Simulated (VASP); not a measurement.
Input of a VASP 6.6.1 run:

Contents of INCAR:

```
SYSTEM = Hf
ALGO     = Normal         ! electronic algorithm
EDIFF    = 1E-7           ! SCF threshold, eV
ENCUT    = 520            ! plane-wave cutoff, eV
ISIF     = 2              ! what is computed and relaxed
ISMEAR   = -1             ! smearing method
LASPH    = .TRUE.         ! aspherical terms in the spheres
LCHARG   = .FALSE.        ! write CHGCAR
LREAL    = .FALSE.        ! projectors in reciprocal space
LWAVE    = .FALSE.        ! write WAVECAR
NBANDS   = 11             ! bands
NELM     = 60             ! most SCF steps
PREC     = Accurate       ! precision mode
SIGMA    = 0.03           ! smearing width, eV
```

File KPOINTS:

```
k-points
0
G
  13 13 13
  0 0 0
```

Contents of POSCAR:

```
Hf
1.0
    0.0000000000      2.2200000000      2.1534000000
    2.2200000000      0.0000000000      2.1534000000
    2.2200000000      2.2200000000      0.0000000000
Hf
1
Direct
    0.0000000000      0.0000000000      0.0000000000
```

Potentials or basis: VASP PAW LDA potentials, release 64 (Hf_pv).

Run with:

```console
$ cat potpaw_LDA.64/Hf_pv/POTCAR > POTCAR
$ mpirun -np 1 vasp_std > vasp.out
```

Problem. What does it give for the band gap on the k mesh?

Solution. Zero (band 5 reaches 6.22 eV, above the bottom of band 6 at 4.33 eV).

Problem. What does it give for the pressure?

Solution. -2.3 GPa.

Stress tensor (GPa, compression positive):
```
-2.62  0.00  0.00
 0.00 -2.62  0.00
 0.00  0.00 -1.79
```

Caveat: the cell differs from its parent crystal (zz strain of -3 %); spin-orbit coupling is left out, which moves the levels of the heavy elements.
